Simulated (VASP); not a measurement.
Wanted: the native input for a VASP 6.6.1 run.

| Item | Value |
| --- | --- |
| Task | single point |
| Functional | BHLYP |
| Potentials or basis | VASP PAW PBE potentials, release 64 (Hf_pv, B) |
| Cutoff | 420 eV |
| k mesh | 6 × 6 × 5 |
| Occupations | gaussian, width 0.01 eV |
| Spin | non-collinear spin, zero start, spin-orbit coupling |
| Starting moments | [[0.0, 0.0, 0.0], [0.0, 0.0, 0.0], [0.0, 0.0, 0.0]] μB |
| Dipole correction | no |
| Grid for exact exchange (PRECFOCK) | Normal |
| Further INCAR settings | ALGO = Normal; EDIFF = 1e-06; NBANDS = 29 |
| Share of exact exchange | 0.5 |

HfB2:

```
CELL_PARAMETERS angstrom
3.14000 0.00000 0.00000
-1.57000 2.71932 0.00000
0.00000 0.00000 3.48000
ATOMIC_POSITIONS crystal
Hf 0.00000 0.00000 0.00000
B 0.66667 0.33333 0.50000
B 0.33333 0.66667 0.50000
```

One way to write it, as run:

POSCAR

```
HfB2
1.0
    3.1400000000      0.0000000000      0.0000000000
   -1.5700000000      2.7193197679      0.0000000000
    0.0000000000      0.0000000000      3.4800000000
Hf B
1 2
Direct
    0.0000000000      0.0000000000      0.0000000000
    0.6666666667      0.3333333333      0.5000000000
    0.3333333333      0.6666666667      0.5000000000
```

INCAR.step1

```
SYSTEM = HfB2
PREC = Accurate ; ENCUT = 420
EDIFF = 1E-5 ; ISMEAR = 0
SIGMA = 0.01 ; LREAL = .False.
LASPH = .True. ; NELM = 200
ALGO = Normal ; ISIF = 2
LWAVE = .True. ; LCHARG = .False.
MAGMOM = 0 0 0 0 0 0 0 0 0 ; LORBIT = 11
LSORBIT = .True. ; GGA_COMPAT = .False.
LORBMOM = .True. ; LMAXMIX = 4
NBANDS = 29 ; GGA = PE
KPAR = 4
```

INCAR.step2

```
SYSTEM = HfB2
PREC = Accurate ; ENCUT = 420
EDIFF = 1E-6 ; ISMEAR = 0
SIGMA = 0.01 ; LREAL = .False.
LASPH = .True. ; NELM = 200
ALGO = Normal ; ISIF = 2
LWAVE = .False. ; LCHARG = .False.
MAGMOM = 0 0 0 0 0 0 0 0 0 ; LORBIT = 11
LSORBIT = .True. ; GGA_COMPAT = .False.
LORBMOM = .True. ; LMAXMIX = 4
GGA = B5 ; LHFCALC = .True.
AEXX = 0.5 ; ALDAX = 0.5
AGGAX = 0.5 ; AGGAC = 1.0
ALDAC = 0.0 ; PRECFOCK = Normal
NBANDS = 29 ; ISTART = 1
KPAR = 4
```

KPOINTS

```
Automatic mesh
0
Gamma
  6 6 5
  0 0 0
```

Potentials or basis: VASP PAW PBE potentials, release 64 (Hf_pv, B).

Run with:

```console
$ cat potpaw_PBE.64/Hf_pv/POTCAR potpaw_PBE.64/B/POTCAR > POTCAR
$ cp INCAR.step1 INCAR
$ mpirun -np 4 vasp_ncl > vasp.out
$ cp INCAR.step2 INCAR
$ mpirun -np 4 vasp_ncl > vasp.out
```

Results of the run:

```
Pressure                                              : -1.2 GPa
Net moment                                            : 0.01 μB per cell
Valence electrons inside the program's atomic spheres : Hf 8.77; B 1.96
```

Caveat: the k points lie up to 0.39 Å⁻¹ apart; the PAW data sets were made with another functional, which shifts forces and pressure a little.

It took 20 min on 4 MPI ranks on Intel(R) Xeon(R) Platinum 8559C (Emerald Rapids), on a shared host, peak memory 0.22 GiB a rank.
